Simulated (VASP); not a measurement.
Wanted: the native input for a VASP 6.6.1 run.

```yaml
Task: single point
Functional: LDA
Potentials_or_basis: VASP PAW LDA potentials, release 64 (Na_pv)
Cutoff: 520 eV
k_mesh: 11 × 11 × 11
Occupations: fermi-dirac, width 1 eV
Spin: no spin polarisation
Dipole_correction: no
Further_INCAR_settings: ALGO = Normal; EDIFF = 1e-07; NBANDS = 10
```

The structure of Na lies in POSCAR:

```
Na
1.0
   -2.0287155323      2.0287155323      2.0287155323
    2.0287155323     -2.0287155323      2.0287155323
    2.0287155323      2.0287155323     -2.0287155323
Na
1
Direct
    0.0000000000      0.0000000000      0.0000000000
```

The input as run:

INCAR

```
SYSTEM = Na
  ALGO = Normal
  EDIFF = 1E-7
  ENCUT = 520
  ISIF = 2
  ISMEAR = -1
  LASPH = .True.
  LCHARG = .False.
  LREAL = .False.
  LWAVE = .False.
  NBANDS = 10
  NELM = 80
  PREC = Accurate
  SIGMA = 1.0
```

KPOINTS

```
k-points
0
Gamma
  11 11 11
  0 0 0
```

Potentials or basis: VASP PAW LDA potentials, release 64 (Na_pv).

Command:

```bash
$ cat potpaw_LDA.64/Na_pv/POTCAR > POTCAR
$ mpirun -np 1 vasp_std > vasp.out
```

Results of the run:

The pressure is 1.7 GPa.

It took 10 s on 1 thread of Intel(R) Xeon(R) Platinum 8488C (Sapphire Rapids), with other jobs on the host, peak memory 0.14 GiB.
